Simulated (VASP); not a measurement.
Runs of VASP 6.6.1 on Ni3Ge. The structure is that of space group Pm-3m (No. 221), or close to it. The cells are those of the table. 

| task | cell | k mesh | cutoff (eV) | smearing | gap on the mesh (eV) | pressure (GPa) | relaxed volume (Å³/atom) |
| --- | --- | --- | --- | --- | --- | --- | --- |
| single point | a = 3.525 Å, 4 atoms | 14 × 14 × 14 | 520 | gaussian 0.15 eV | none | 0.3 | - |
| single point | a = 3.503 Å, 4 atoms | 12 × 12 × 12 | 520 | fermi-dirac 0.15 eV | none | (a) | - |
| relaxation of cell and atoms | relaxed from a = 3.530 Å, 4 atoms | 12 × 12 × 12 | 600 | gaussian 0.1 eV | none | -0.1 | 10.96 |
| relaxation of cell and atoms | relaxed from a = 3.525 Å, 4 atoms | 12 × 12 × 12 | 600 | fermi-dirac 0.15 eV | none | 0.0 | 10.98 |
| single point | a = 3.525 Å, 4 atoms | 12 × 12 × 12 | 520 | gaussian 0.1 eV | none | 0.4 | - |
| single point | a = 3.527 Å, 4 atoms | 12 × 12 × 12 | 520 | fermi-dirac 0.15 eV | none | 0.4 | - |

Alike in all rows: level PBEsol; potentials or basis VASP PAW PBE potentials, release 64 (Ni, Ge_d); no spin polarisation.

**Question.** Fill in the values left out.

**Answer.** (a) 4.9.

Caveats: the PAW data sets were made with another functional, which shifts forces and pressure a little; the cell stands under pressure (at least some runs).

A k mesh can miss the band edges, and the runs leave out spin-orbit coupling on Ge.

A gap of «none» marks levels without a gap at the run's occupations.
